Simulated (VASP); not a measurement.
# Nb (a cell with a defect) in VASP: further runs, part 2 of 2

VASP 6.6.1.

## 3. Single point, PBE

File INCAR:

```
ALGO = Normal
EDIFF = 1E-7
ENCUT = 520
GGA = PE
ISIF = 2
ISMEAR = -1
LASPH = T
LCHARG = F
LREAL = Auto
LWAVE = F
NBANDS = 124
NELM = 60
PREC = Accurate
SIGMA = 0.15
```

File KPOINTS:

```
k-points
0
Gamma
  2 2 2
```

File POSCAR:

```
Nb
1.0
    6.6000000000      0.0000000000      0.0000000000
    0.0000000000      6.6000000000      0.0000000000
    0.0000000000      0.0000000000      6.6000000000
Nb
17
Direct
   -0.0051818182     -0.0131212121      0.0556060606
    0.4646060606     -0.0726515152      0.0682424242
   -0.0587424242      0.4264848485     -0.0124393939
   -0.0423030303     -0.0222272727      0.5670000000
    0.3272272727      0.1085454545      0.3502727273
    0.4557878788      0.4304393939      0.0125909091
    0.5325454545     -0.0653484848      0.5829242424
    0.7150606061      0.2247272727      0.3152878788
    0.0986060606      0.3540454545      0.2744393939
    0.2212121212      0.7109242424      0.2906666667
    0.2475606061      0.1661515152      0.7790454545
    0.4673787879      0.4456060606      0.5548181818
    0.7395909091      0.6591515152      0.3187272727
    0.7354848485      0.2090000000      0.7763484848
    0.2221666667      0.7121060606      0.8218333333
    0.7268636364      0.7155909091      0.8561666667
   -0.0230303030      0.5130454545      0.5645151515
```

Potentials or basis: VASP PAW PBE potentials, release 64 (Nb_sv).

The run is started by

```console
$ cat potpaw_PBE.64/Nb_sv/POTCAR > POTCAR
$ mpirun -np 1 vasp_std > vasp.out
```

OUTCAR:

```text
EDIFF = 1E-7
   ENCUT = 520
   GGA = PE
   ISIF = 2
   ISMEAR = -1
   LASPH = T
   LREAL = Auto
   NELM = 60
   PREC = Accurate

 ion  position               nearest neighbor table
   1  0.995  0.987  0.056-  11 2.74  15 2.81  10 2.82  16 2.84   9 2.90  14 2.91   3 2.96   8 2.97
                             5 3.04
   2  0.465  0.927  0.068-   5 2.39  10 2.60  16 2.63  15 2.69  11 2.86  13 3.03   8 3.04
   3  0.941  0.426  0.988-   9 2.21  14 2.42  16 2.53  17 2.86  15 2.86   8 2.95   1 2.96  13 2.98
                            11 2.99
   4  0.958  0.978  0.567-  14 2.53  11 2.68   7 2.82   8 2.83   5 2.96  15 2.99  16 2.99  13 3.03
[... 18 lines left out ...]
  15  0.222  0.712  0.822-   2 2.69  17 2.69   6 2.72   1 2.81   3 2.86  12 2.97   7 2.97   4 2.99
                            11 3.01
  16  0.727  0.716  0.856-   3 2.53   2 2.63   7 2.64   6 2.79   1 2.84  17 2.87   4 2.99
  17  0.977  0.513  0.565-   9 2.33  13 2.45  15 2.69  10 2.75   3 2.86  16 2.87  14 2.92

  LATTYP: Found a simple cubic cell.
 ALAT       =     6.6000000000

  Lattice vectors:

 A1 = (   6.6000000000,   0.0000000000,   0.0000000000)
 A2 = (   0.0000000000,   6.6000000000,   0.0000000000)
 A3 = (   0.0000000000,   0.0000000000,   6.6000000000)

Analysis of symmetry for initial positions (statically):
=====================================================================
 Subroutine PRICEL returns:
 Original cell was already a primitive cell.

 Routine SETGRP: Setting up the symmetry group for a
 simple cubic supercell.

 Subroutine GETGRP returns: Found  1 space group operations
 (whereof  1 operations were pure point group operations)
 out of a pool of 48 trial point group operations.

The static configuration has the point symmetry C_1 .

Analysis of symmetry for dynamics (positions and initial velocities):
=====================================================================
 Subroutine PRICEL returns:
 Original cell was already a primitive cell.

 Routine SETGRP: Setting up the symmetry group for a
 simple cubic supercell.

 Subroutine GETGRP returns: Found  1 space group operations
 (whereof  1 operations were pure point group operations)
 out of a pool of 48 trial point group operations.

The dynamic configuration has the point symmetry C_1 .

 Subroutine INISYM returns: Found  1 space group operations
 (whereof  1 operations are pure point group operations),
 and found     1 'primitive' translations

----------------------------------------------------------------------------------------

                                     Primitive cell

  volume of cell :     287.4960

  direct lattice vectors                    reciprocal lattice vectors
     6.600000000  0.000000000  0.000000000     0.151515152  0.000000000  0.000000000
     0.000000000  6.600000000  0.000000000     0.000000000  0.151515152  0.000000000
     0.000000000  0.000000000  6.600000000     0.000000000  0.000000000  0.151515152

  length of vectors
     6.600000000  6.600000000  6.600000000     0.151515152  0.151515152  0.151515152

  position of ions in fractional coordinates (direct lattice)
     0.994818182  0.986878788  0.055606061
     0.464606061  0.927348485  0.068242424
     0.941257576  0.426484849  0.987560606
     0.957696970  0.977772727  0.567000000
[... 65 lines left out ...]
  0.000000  0.000000  0.500000      1.000000
  0.500000  0.500000  0.000000      1.000000
  0.000000  0.500000  0.500000      1.000000
  0.500000  0.000000  0.500000      1.000000
  0.500000  0.500000  0.500000      1.000000
   k-points           NKPTS =      8   k-points in BZ     NKDIM =      8   number of bands    NBANDS=    124
   number of dos      NEDOS =    301   number of ions     NIONS =     17
   total plane-waves  NPLWV = 125000
   dimension x,y,z NGX =    50 NGY =   50 NGZ =   50
   dimension x,y,z NGXF=   100 NGYF=  100 NGZF=  100
   ions per type =              17
   NGX,Y,Z   is equivalent  to a cutoff of  12.59, 12.59, 12.59 a.u.
   NGXF,Y,Z  is equivalent  to a cutoff of  25.19, 25.19, 25.19 a.u.
 SYSTEM =  unknown system
   PREC   = accura    normal or accurate (medium, high low for compatibility)
   ISTART =      0    job   : 0-new  1-cont  2-samecut
   ICHARG =      2    charge: 1-file 2-atom 10-const
   ISPIN  =      1    spin polarized calculation?
   LNONCOLLINEAR =      F non collinear calculations
   LSORBIT =      F    spin-orbit coupling
   LASPH  =      T    aspherical Exc in radial PAW
   ENCUT  =  520.0 eV  38.22 Ry    6.18 a.u.  12.27 12.27 12.27*2*pi/ulx,y,z
   NELM   =     60;   NELMIN=  2; NELMDL= -5     # of ELM steps
   EDIFF  = 0.1E-06   stopping-criterion for ELM
   LREAL  =      T    real-space projection
   EDIFFG = 0.1E-05   stopping-criterion for IOM
   NSW    =      0    number of steps for IOM
   IBRION =     -1    ionic relax: 0-MD 1-quasi-New 2-CG
   NFREE  =      0    steps in history (QN), initial steepest desc. (CG)
   ISIF   =      2    stress and relaxation
   ISYM   =      2    0-nonsym 1-usesym 2-fastsym
   POTIM  = 0.5000    time-step for ionic-motion
   TEBEG  =    0.0;   TEEND  =   0.0 temperature during run
   PSTRESS=    0.0 pullay stress
   NELECT =     221.0000    total number of electrons
   NUPDOWN=      -1.0000    fix difference up-down
   EMIN   =  10.00;   EMAX   =-10.00  energy-range for DOS
   EFERMI =   0.00;   METHOD = LEGACY
   ISMEAR =    -1;   SIGMA  =   0.15  broadening in eV -4-tet -1-fermi 0-gaus
   EFERMI_NEDOS =   21; number of points for ismear=-14 and -15
   IALGO  =     38    algorithm
   IMIX   =      4    mixing-type and parameters
     AMIX     =   0.40;   BMIX     =  1.00
     AMIX_MAG =   1.60;   BMIX_MAG =  1.00
  volume/ion in A,a.u.               =      16.91       114.12
  Fermi-wavevector in a.u.,A,eV,Ry     =   1.499668  2.833961 30.599539  2.249003
  Thomas-Fermi vector in A             =   2.611268
   LORBIT       =      0    0 simple, 1 ext, 2 COOP (PROOUT), +10 PAW based schemes
   GGA     = PE    functional components
   LHFCALC =     F    Hartree Fock is set to
   AEXX    =    0.0000 exact exchange contribution
   IVDW    =     0    specifies the selected vdW correction
   LEPSILON=     F    determine dielectric tensor
   LRPA    =     F    only Hartree local field effects (RPA)
 non-spin polarized calculation
  energy-cutoff  :      520.00
  volume of cell :      287.50
 maximum number of plane-waves:      7809
 NGX is ok and might be reduce to    50
   NGX = 25   NGY = 25   NGZ = 25

 number of electron     220.9999994 magnetization

 Free energy of the ion-electron system (eV)
  ---------------------------------------------------
  ext. energy  EPLUGINS =         0.00000000
  ---------------------------------------------------
  free energy    TOTEN  =      -164.16685738 eV

  energy without entropy =     -162.99293292  energy(sigma->0) =     -163.57989515

 E-fermi :  12.3201     XC(G=0): -12.7653

 val. band max:       12.3029748732   @ k =   0.0000   0.5000   0.0000
 cond. band min:      12.3365161758   @ k =   0.5000   0.0000   0.0000
 fundamental gap:      0.0335413026
 Fermi energy:        12.3201447543

 k-point     1 :       0.0000    0.0000    0.0000
  band No.  band energies     occupation
      1     -42.5372      2.00000
      2     -42.2119      2.00000
      3     -42.1697      2.00000
      4     -42.1482      2.00000
      5     -42.1315      2.00000
      6     -42.1248      2.00000
[... 989 lines left out ...]
    121      13.6596      0.00026
    122      13.9798      0.00003
 [bands above 122 left out]

------------------------ aborting loop because EDIFF is reached ----------------------------------------

  FORCE on cell =-STRESS in cart. coord.  units (eV):
  Direction    XX          YY          ZZ          XY          YZ          ZX
  --------------------------------------------------------------------------------------
  -------------------------------------------------------------------------------------
  Total       41.5071102     43.2254185     46.5968012     -4.2760651      0.3122775      4.4258141
  in kB      231.3136565    240.8895624    259.6778338    -23.8299476      1.7402814     24.6644790
  external PRESSURE =     243.9603509 kB  Pullay stress =       0.0000000 kB

 VOLUME and BASIS-vectors are now :
 -----------------------------------------------------------------------------
  energy-cutoff  :      520.00
  volume of cell :      287.50
      direct lattice vectors                 reciprocal lattice vectors
     6.600000000  0.000000000  0.000000000     0.151515152  0.000000000  0.000000000
     0.000000000  6.600000000  0.000000000     0.000000000  0.151515152  0.000000000
     0.000000000  0.000000000  6.600000000     0.000000000  0.000000000  0.151515152

 POSITION                                       TOTAL-FORCE (eV/Angst)
 -----------------------------------------------------------------------------------
      6.56580      6.51340      0.36700        -1.130367     -0.977358      0.760175
      3.06640      6.12050      0.45040         2.680837     -0.272937     -1.949358
      6.21230      2.81480      6.51790        -0.031730      2.135135     -1.498265
      6.32080      6.45330      3.74220         1.837359     -1.045502     -1.226502
      2.15970      0.71640      2.31180        -0.571928     -0.759332      0.148888
      3.00820      2.84090      0.08310         0.612554     -0.204796      1.863332
[... 9 lines left out ...]
      4.79730      4.72290      5.65070        -0.484585      0.227077     -1.833216
      6.44800      3.38610      3.72580        -0.819815     -0.260561      4.228597
 -----------------------------------------------------------------------------------
    total drift:                                0.001524      0.000117      0.000320

  FREE ENERGIE OF THE ION-ELECTRON SYSTEM (eV)
  ---------------------------------------------------
  free  energy   TOTEN  =      -164.1668573751 eV

  energy  without entropy=     -162.9929329160  energy(sigma->0) =     -163.57989515
```

It took 18 min on 1 thread of Intel Xeon Platinum 8259CL at 2.50GHz (Skylake/Cascade Lake), shared host; peak memory 0.45 GiB.

What came out:

| Item | Value |
| --- | --- |
| Free energy | -164.1669 eV |
| Pressure | 24.4 GPa |
| Largest force | 4.315 eV/Å |
| Band gap on the k mesh | zero (an odd number of electrons rules out a gap without spin polarisation) |

Forces on the atoms (eV/Å):
```
Nb  -1.130 -0.977  0.760
Nb   2.681 -0.273 -1.949
Nb  -0.032  2.135 -1.498
Nb   1.837 -1.046 -1.227
Nb  -0.572 -0.759  0.149
Nb   0.613 -0.205  1.863
Nb  -0.689 -2.324  0.502
Nb   0.197 -1.213 -1.148
Nb   0.381 -1.002 -0.110
Nb   0.425  0.739  0.994
Nb  -0.895  1.940  0.769
Nb   0.152  1.590 -0.227
Nb  -0.743  2.087 -1.861
Nb  -1.269 -0.629  1.630
Nb   0.349 -0.029 -1.043
Nb  -0.485  0.227 -1.833
Nb  -0.820 -0.261  4.229
```

Stress tensor (GPa, compression positive):
```
23.13 -2.38  2.47
-2.38 24.09  0.17
 2.47  0.17 25.97
```

Caveat: the k points lie up to 0.48 Å⁻¹ apart, too coarse for converged energies and pressures of a metal.

The gap in the log of VASP goes by the Fermi energy; the results here count the filled bands.